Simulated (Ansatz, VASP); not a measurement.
Hf in VASP and in Ansatz

```xyz
3
Lattice="4.2794 0.0000 0.0000 0.0000 4.2794 0.0000 0.0000 0.0000 4.2794" Properties=species:S:1:pos:R:3 pbc="T T T"
Hf    0.0000    2.1397    2.1397
Hf    2.1397    0.0000    2.1397
Hf    2.1397    2.1397    0.0000
```

Alike in both runs: functional PBE; k mesh 4 × 4 × 4; occupations gaussian, width 0.1 eV; no spin polarisation.

Ansatz relaxed the structure, and its values are those at the end. VASP's run is a single point on that final structure, the one shown.

|  | VASP | Ansatz |
| --- | --- | --- |
| version | VASP 6.6.1 | Ansatz 0.2.0 |
| potentials or method | VASP PAW PBE potentials, release 64 (Hf_pv), cutoff 520 eV | scalar-relativistic, plane waves, PAW |
| valence electrons in the cell | 30 | 78 |

Ansatz gave:

* gap on the k mesh at the Fermi level (eV): none
* pressure (GPa): -0.1

**Question.** Which values does VASP return?

**Answer.** gap on the k mesh at the Fermi level (eV): none; pressure (GPa): -0.4.

A gap of «none» marks a metal or a gap that the smearing closes. The functional is the same, so the differences come from potentials, cutoffs and numerics. VASP's potentials hold 30 valence electrons a cell and Ansatz's 78, so a difference there can come from the potentials and not from the codes.

The k mesh is coarse, so the values compare programs but aren't converged. Neither program's run includes spin-orbit coupling.
